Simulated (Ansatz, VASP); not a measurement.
**C in VASP and in Ansatz**

```
CELL_PARAMETERS angstrom
2.43149 0.00000 0.00000
-1.21575 2.10573 0.00000
0.00000 0.00000 8.59787
ATOMIC_POSITIONS crystal
C 0.00000 0.00000 0.08709
C 0.00000 0.00000 0.58709
C 0.00000 0.00000 0.41291
C 0.00000 0.00000 0.91291
C 0.33333 0.66667 0.16009
C 0.66667 0.33333 0.66009
C 0.33333 0.66667 0.33991
C 0.66667 0.33333 0.83991
```

Change from the starting cell: mode 21 frozen in at -0.048 Å, strain +e along z and -e/2 along x and y +0.0467.

Alike in both runs: task single point; functional LDA; k mesh 12 × 12 × 4; occupations gaussian, width 0.05 eV; no spin polarisation.

```csv
,VASP,Ansatz
version,VASP 6.6.1,Ansatz 0.2.0
potentials or method,"VASP PAW LDA potentials, release 64 (C), cutoff 520 eV","scalar-relativistic, plane waves, PAW"
valence electrons in the cell,32,32
```

```csv
,VASP,Ansatz,Ansatz less VASP
gap on the k mesh at the Fermi level (eV),2.87,2.89,+0.013
least direct gap on the mesh (eV),4.28,4.29,+0.007
pressure (GPa),2.0,0.3,-1.68
"traceless stress, the component that is largest in VASP (GPa)",-58.05,-58.23,-0.180
rms of the force components (eV/Å),1.890,1.893,+0.0038
```

Ansatz warns that its potentials were made for another functional, while VASP's fit it. LDA's correlation is that of Perdew and Zunger in VASP and of Perdew and Wang (1992) in Ansatz. Atom by atom the forces differ by 0.005 eV/Å (rms over components).
